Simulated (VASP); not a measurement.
Wanted: the native input for a VASP 6.6.1 run.

```
Task                   : single point
Functional             : r2SCAN
Potentials or basis    : VASP PAW PBE potentials, release 64 (Mg, I)
Cutoff                 : 520 eV
k mesh                 : 12 × 12 × 4
Occupations            : gaussian, width 0.01 eV
Spin                   : no spin polarisation
Dipole correction      : no
Further INCAR settings : ALGO = Normal; EDIFF = 1e-06; NBANDS = 15
```

MgI2:

```
Mg I
1.0
     4.17243    0.00000    0.00000
    -2.08622    3.61343    0.00000
     0.00000    0.00000    6.87561
Mg I
1 2
Direct
  0.00000 0.00000 0.00000
  0.33333 0.66667 0.24188
  0.66667 0.33333 0.75812
```

This cell differs from its parent crystal: biaxial xy strain +0.4%.

These files were run (other wordings do the same):

POSCAR

```
MgI2
1.0
    4.1724330191      0.0000000000      0.0000000000
   -2.0862165095      3.6134329901      0.0000000000
    0.0000000000      0.0000000000      6.8756120274
Mg I
1 2
Direct
    0.0000000000      0.0000000000      0.0000000000
    0.3333333333      0.6666666667      0.2418837718
    0.6666666667      0.3333333333      0.7581162282
```

INCAR.step1

```
PREC = Accurate ; ENCUT = 520
ISMEAR = 0 ; SIGMA = 0.01
LREAL = F ; LASPH = T
NELM = 100 ; NBANDS = 15
GGA = PE ; ALGO = Normal
EDIFF = 1E-4 ; LWAVE = T
LCHARG = F
```

INCAR.step2

```
PREC = Accurate ; ENCUT = 520
EDIFF = 1E-6 ; ISMEAR = 0
SIGMA = 0.01 ; LREAL = F
LASPH = T ; NELM = 100
ALGO = Normal ; ISIF = 2
LWAVE = F ; LCHARG = F
METAGGA = R2SCAN ; LMIXTAU = T
NBANDS = 15 ; ISTART = 1
```

KPOINTS

```
Automatic mesh
0
Gamma
  12 12 4
```

Potentials or basis: VASP PAW PBE potentials, release 64 (Mg, I).

Run with:

```sh
$ cat potpaw_PBE.64/Mg/POTCAR potpaw_PBE.64/I/POTCAR > POTCAR
$ cp INCAR.step1 INCAR
$ mpirun -np 1 vasp_std > vasp.out
$ cp INCAR.step2 INCAR
$ mpirun -np 1 vasp_std > vasp.out
```

Results of the run:

* Pressure: 0.3 GPa
* Largest force: 0.042 eV/Å
* Band gap on the k mesh: 4.08 eV (least direct gap 4.43 eV)

Caveat: the cell differs from its parent crystal (biaxial xy strain +0.4%); the PAW data sets were made with another functional, which shifts forces and pressure a little; spin-orbit coupling is left out, which moves the levels of the heavy elements.

Run time: 8.4 min on 1 thread of Intel Xeon 8259CL, with other jobs on the host, peak memory 0.31 GiB.
